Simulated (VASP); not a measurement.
# Fe (Im-3m) in VASP: further runs, part 2 of 2

VASP 6.6.1. Earlier steps stand in the parts before.

## (4) Single point, PBE+U, collinear spin, ferromagnetic start

INCAR reads:

```
SYSTEM = Fe
  ALGO = Normal
  EDIFF = 1E-6
  ENCUT = 520
  GGA = PE
  ISIF = 2
  ISMEAR = -1
  ISPIN = 2
  LASPH = .TRUE.
  LCHARG = .TRUE.
  LDAU = .TRUE.
  LDAUJ = 0
  LDAUL = 2
  LDAUPRINT = 1
  LDAUTYPE = 2
  LDAUU = 5.3
  LELF = .TRUE.
  LMAXMIX = 4
  LORBIT = 11
  LREAL = .FALSE.
  LVHAR = .TRUE.
  LWAVE = .FALSE.
  MAGMOM = 1.23
  NBANDS = 14
  NELM = 150
  NUPDOWN = 1.23
  PREC = Accurate
  SIGMA = 0.05
```

KPOINTS reads:

```
k-points
0
G
  12 12 12
  0 0 0
```

POSCAR reads:

```
Fe
1.0
   -1.4304000000      1.4304000000      1.4304000000
    1.4304000000     -1.4304000000      1.4304000000
    1.4304000000      1.4304000000     -1.4304000000
Fe
1
Direct
    0.0000000000      0.0000000000      0.0000000000
```

Potentials or basis: VASP PAW PBE potentials, release 64 (Fe).

Started as:

```bash
$ cat potpaw_PBE.64/Fe/POTCAR > POTCAR
$ mpirun -np 1 vasp_std > vasp.out
```

OUTCAR:

```text
SYSTEM = Fe
   EDIFF = 1E-6
   ENCUT = 520
   GGA = PE
   ISIF = 2
   ISMEAR = -1
   ISPIN = 2
   LASPH = .TRUE.
   LORBIT = 11
   LREAL = .FALSE.
   NELM = 150
   NUPDOWN = 1.23
   PREC = Accurate

 ion  position               nearest neighbor table
   1  0.000  0.000  0.000-

  LATTYP: Found a body centered cubic cell.
 ALAT       =     2.8608000000

  Lattice vectors:

 A1 = (  -1.4304000000,   1.4304000000,   1.4304000000)
 A2 = (   1.4304000000,  -1.4304000000,   1.4304000000)
 A3 = (   1.4304000000,   1.4304000000,  -1.4304000000)

Analysis of symmetry for initial positions (statically):
=====================================================================
 Subroutine PRICEL returns:
 Original cell was already a primitive cell.

 Routine SETGRP: Setting up the symmetry group for a
 body centered cubic supercell.

 Subroutine GETGRP returns: Found 48 space group operations
 (whereof 48 operations were pure point group operations)
 out of a pool of 48 trial point group operations.

[... 219 lines left out ...]
 k-point     1 :       0.0000    0.0000    0.0000
  band No.  band energies     occupation
      1      -2.6708      1.00000
      2       2.6063      1.00000
      3       2.6064      1.00000
      4       3.4811      1.00000
      5       3.4811      1.00000
      6       3.4811      1.00000
      7      30.2351      0.00000
      8      30.2351      0.00000
      9      30.2351      0.00000
     10      32.7126      0.00000
     11      32.7126      0.00000
     12      36.0965      0.00000
[... 793 lines left out ...]
      3       4.3529      1.00000
      4       8.4300      0.00000
      5       8.6433      0.00000
      6       9.8918      0.00000
      7      13.6238      0.00000
      8      20.8881      0.00000
      9      22.7910      0.00000
     10      30.7565      0.00000
     11      37.6344      0.00000
     12      39.9940      0.00000
     13      44.8198      0.00000
     14      46.0325      0.00000

 [... further k-points ...]
[... 5 lines left out ...]
  --------------------------------------------------------------------------------------
  -------------------------------------------------------------------------------------
  Total       -0.1079290     -0.1079290     -0.1079290     -0.0000000     -0.0000000      0.0000000
  in kB      -14.7712223    -14.7712223    -14.7712223     -0.0000000     -0.0000000      0.0000000
  external PRESSURE =     -14.7712223 kB  Pullay stress =       0.0000000 kB

 VOLUME and BASIS-vectors are now :
 -----------------------------------------------------------------------------
  energy-cutoff  :      520.00
  volume of cell :       11.71
      direct lattice vectors                 reciprocal lattice vectors
    -1.430400000  1.430400000  1.430400000     0.000000000  0.349552573  0.349552573
     1.430400000 -1.430400000  1.430400000     0.349552573  0.000000000  0.349552573
     1.430400000  1.430400000 -1.430400000     0.349552573  0.349552573  0.000000000

 POSITION                                       TOTAL-FORCE (eV/Angst)
 -----------------------------------------------------------------------------------
      0.00000      0.00000      0.00000         0.000000     -0.000000      0.000000
 -----------------------------------------------------------------------------------
    total drift:                                0.000000     -0.000000      0.000000

  FREE ENERGIE OF THE ION-ELECTRON SYSTEM (eV)
  ---------------------------------------------------
  free  energy   TOTEN  =        -3.2117405902 eV

  energy  without entropy=       -3.2026559564  energy(sigma->0) =       -3.20719827

 total charge

# of ion       s       p       d       tot
------------------------------------------
    1        0.472   0.482   6.376   7.330

 magnetization (x)

# of ion       s       p       d       tot
------------------------------------------
    1       -0.015  -0.084   1.350   1.250
```

stdout:

```text
POSCAR found type information on POSCAR Fe
 POSCAR found :  1 types and       1 ions
 scaLAPACK will be used
 LDA part: xc-table for (Slater+PW92), standard interpolation
 POSCAR, INCAR and KPOINTS ok, starting setup
 FFT: planning ... GRIDC
 FFT: planning ... GRID_SOFT
 FFT: planning ... GRID
 WAVECAR not read
 entering main loop
```

It took 15 s on 1 thread of AMD EPYC 9R45 (Zen 5), shared host; peak memory 0.1 GiB.

What came out:

| Property | Result |
| --- | --- |
| Free energy | -3.2117 eV |
| Pressure | -1.5 GPa |
| Net moment | 1.23 μB per cell |
| Site moments | Fe +1.25 μB |
| Valence electrons inside the program's atomic spheres | Fe 7.33 |

Eigenvalues of the final occupation matrices:
| site | spin | trace | eigenvalues |
| --- | --- | --- | --- |
| site 1 d | 1 | 3.88 | 0.67 0.67 0.67 0.93 0.93 |
| site 1 d | 2 | 2.53 | 0.10 0.10 0.78 0.78 0.78 |

Caveat: the total moment is fixed, so each spin has its own Fermi level; the U is typed as a test and isn't derived for this compound.

## (5) The runs side by side

```tsv
spin	fixed moment (μB)	pressure (GPa)	moment (μB)
collinear, ferromagnetic start	-	16.1	2.84
collinear, zero start	0.0	4.8	0.00
collinear, ferromagnetic start	1.23	-1.5	1.23
```

Alike in all rows: task single point; level PBE+U; potentials or basis VASP PAW PBE potentials, release 64 (Fe); Fe d U = 5.3 eV; cell as given; k mesh 12 × 12 × 12; cutoff (eV) 520; smearing fermi-dirac 0.05 eV.

Caveats: the U is typed as a test and isn't derived for this compound; the total moment is fixed, so each spin has its own Fermi level (some runs).

Absolute energies hang on the potentials; compare differences alone.
